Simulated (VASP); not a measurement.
Wanted: the native input for a VASP 6.6.1 run.

| Item | Value |
| --- | --- |
| Task | single point |
| Functional | PBE |
| Potentials or basis | VASP PAW PBE potentials, release 64 (B, Ge_d, P) |
| Cutoff | 420 eV |
| k mesh | 3 × 3 × 3 |
| Occupations | fermi-dirac, width 0.01 eV |
| Spin | collinear spin |
| Dipole correction | no |
| Further INCAR settings | LREAL = Auto; ALGO = Normal; EDIFF = 1e-06; NBANDS = 150 |

The structure of GeB27P26 (a cell with a defect) lies in POSCAR:

```
GeB27P26
1.0
    0.0000000000      6.8070000000      6.8070000000
    6.8070000000      0.0000000000      6.8070000000
    6.8070000000      6.8070000000      0.0000000000
B Ge P
27 1 26
Direct
   -0.0036712769     -0.0036712769     -0.0036712769
   -0.0036712769     -0.0036712769      0.3443471639
    0.0004022843      0.0004022843      0.6662643824
   -0.0036712769      0.3443471639     -0.0036712769
   -0.0000636361      0.3331784317      0.3331784317
   -0.0000636361      0.3331784317      0.6670401061
    0.0004022843      0.6662643824      0.0004022843
   -0.0000636361      0.6670401061      0.3331784317
    0.0004022843      0.6662643824      0.6662643824
    0.3443471639     -0.0036712769     -0.0036712769
    0.3331784317     -0.0000636361      0.3331784317
    0.3331784317     -0.0000636361      0.6670401061
    0.3331784317      0.3331784317     -0.0000636361
    0.3333333333      0.3333333333      0.3333333333
    0.3331784317      0.3331784317      0.6670401061
    0.3331784317      0.6670401061     -0.0000636361
    0.3331784317      0.6670401061      0.3331784317
    0.3334763317      0.6666190005      0.6666190005
    0.6662643824      0.0004022843      0.0004022843
    0.6670401061     -0.0000636361      0.3331784317
    0.6662643824      0.0004022843      0.6662643824
    0.6670401061      0.3331784317     -0.0000636361
    0.6670401061      0.3331784317      0.3331784317
    0.6666190005      0.3334763317      0.6666190005
    0.6662643824      0.6662643824      0.0004022843
    0.6666190005      0.6666190005      0.3334763317
    0.6666190005      0.6666190005      0.6666190005
    0.0833333333      0.0833333333      0.0833333333
    0.0827365250      0.0827365250      0.4176538242
    0.0827365250      0.0827365250      0.7502064591
    0.0827365250      0.4176538242      0.0827365250
    0.0833346991      0.4166662114      0.4166662114
    0.0827365250      0.4176538242      0.7502064591
    0.0827365250      0.7502064591      0.0827365250
    0.0827365250      0.7502064591      0.4176538242
    0.0833699868      0.7499877822      0.7499877822
    0.4176538242      0.0827365250      0.0827365250
    0.4166662114      0.0833346991      0.4166662114
    0.4176538242      0.0827365250      0.7502064591
    0.4166662114      0.4166662114      0.0833346991
    0.4166662114      0.4166662114      0.4166662114
    0.4165954870      0.4165954870      0.7500711796
    0.4176538242      0.7502064591      0.0827365250
    0.4165954870      0.7500711796      0.4165954870
    0.4165954870      0.7500711796      0.7500711796
    0.7502064591      0.0827365250      0.0827365250
    0.7502064591      0.0827365250      0.4176538242
    0.7499877822      0.0833699868      0.7499877822
    0.7502064591      0.4176538242      0.0827365250
    0.7500711796      0.4165954870      0.4165954870
    0.7500711796      0.4165954870      0.7500711796
    0.7499877822      0.7499877822      0.0833699868
    0.7500711796      0.7500711796      0.4165954870
    0.7499877822      0.7499877822      0.7499877822
```

One way to write it, as run:

INCAR

```
PREC = Accurate ; ENCUT = 420
EDIFF = 1E-6 ; ISMEAR = -1
SIGMA = 0.01 ; LREAL = Auto
LASPH = True ; NELM = 200
ALGO = Normal ; ISIF = 2
LWAVE = False ; LCHARG = False
ISPIN = 2 ; MAGMOM = 0 0 0 0 0 0 0 0 0 0 0 0 0 0 0 0 0 0 0 0 0 0 0 0 0 0 0 1 0 0 0 0 0 0 0 0 0 0 0 0 0 0 0 0 0 0 0 0 0 0 0 0 0 0
LORBIT = 11 ; GGA = PE
NBANDS = 150 ; GGA_COMPAT = False
KPAR = 4
```

KPOINTS

```
regular mesh
0
Gamma
  3 3 3
```

Potentials or basis: VASP PAW PBE potentials, release 64 (B, Ge_d, P).

Command:

```console
$ cat potpaw_PBE.64/B/POTCAR potpaw_PBE.64/Ge_d/POTCAR potpaw_PBE.64/P/POTCAR > POTCAR
$ mpirun -np 4 vasp_std > vasp.out
```

It gave:

```
Pressure                                              : 1.9 GPa
Largest force                                         : 0.016 eV/Å
Net moment                                            : 0.59 μB per cell
Site moments                                          : B +0.02, +0.01, +0.00 (each value once); Ge +0.05; P +0.01, +0.00 (each value once) μB
Valence electrons inside the program's atomic spheres : B 1.98, 1.95, 1.94 (each value once); Ge 12.68; P 2.57, 2.56 (each value once)
```

Run time: 10 min on 4 MPI ranks on Intel(R) Xeon(R) Platinum 8488C (Sapphire Rapids), on a shared host, peak memory 1.1 GiB a rank.
